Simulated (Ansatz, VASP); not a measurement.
# Ni: VASP beside Ansatz

File INCAR:

```
ALGO     = Normal         # electronic algorithm
EDIFF    = 1E-6           # SCF threshold, eV
ENCUT    = 520            # plane-wave cutoff, eV
GGA      = PE             # functional
ISIF     = 2              # what is computed and relaxed
ISMEAR   = -1             # smearing method
ISPIN    = 2              # spin polarisation
LASPH    = T              # aspherical terms in the spheres
LCHARG   = F              # write CHGCAR
LMAXMIX  = 4              # l up to which the mixer works
LORBIT   = 11             # projections on sites
LREAL    = F              # projectors in reciprocal space
LWAVE    = F              # write WAVECAR
MAGMOM   = 1.5            # initial moments
NBANDS   = 15             # bands
NELM     = 150            # most SCF steps
PREC     = Accurate       # precision mode
SIGMA    = 0.05           # smearing width, eV
```

Contents of KPOINTS:

```
k-points
0
Gamma
  20 20 20
```

The input POSCAR:

```
Ni
1.0
    0.0000000000      1.7679500000      1.7149115000
    1.7679500000      0.0000000000      1.7149115000
    1.7679500000      1.7679500000      0.0000000000
Ni
1
Direct
    0.0000000000      0.0000000000      0.0000000000
```

Input for Ansatz:

```yaml
crystal:
  lattice:
    - [0.0, 1.76795, 1.7149115]
    - [1.76795, 0.0, 1.7149115]
    - [1.76795, 1.76795, 0.0]
  atoms:
    - { symbol: Ni, position: [0.0, 0.0, 0.0], spin: 1.5 }
magnetization:
  spin_polarized: true
kpoints:
  mp_grid: { grid: [20, 20, 20] }
  band_path:
    path:
      - [0.0, 0.0, 0.0]
      - [0.0, 0.5, 0.5]
      - [0.25, 0.75, 0.5]
      - [0.0, 0.5, 0.0]
      - [0.0, 0.0, 0.0]
      - [0.5, 0.5, 0.0]
      - [0.3828515251, 0.6171484749, 0.0]
      - [-0.3828515251, 0.3828515251, 0.0]
      - [0.0, 0.0, 0.0]
    npoints: 5
scf:
  occupations: { method: fermi_dirac, width: 0.05 }
hamiltonian:
  xc: pbe
  pseudopotentials: { kind: all_electron, lapw: { basis_error: 0.00025 } }
output:
  forces: true
  stress: true
  eigenvalues: true
```

Change from the starting cell: zz strain of -3 %.

Alike in both runs: task single point; functional PBE; k mesh 20 × 20 × 20; occupations fermi-dirac, width 0.05 eV; collinear spin.

|  | VASP | Ansatz |
| --- | --- | --- |
| version | VASP 6.6.1 | Ansatz 0.2.0 |
| potentials or method | VASP PAW PBE potentials, release 64 (Ni), cutoff 520 eV | all-electron LAPW, scalar-relativistic |

```csv
,VASP,Ansatz,Ansatz less VASP
pressure (GPa),3.3,3.3,+0.07
"traceless stress, the component that is largest in VASP (GPa)",2.30,2.38,+0.076
net moment per atom (μB),0.63,0.64,+0.009
size of the moment on the site where the two differ most (μB),0.64,0.66,+0.024
```

Site moments also hang on the region over which each program counts them. Ansatz ran all-electron here, and VASP with PAW potentials.
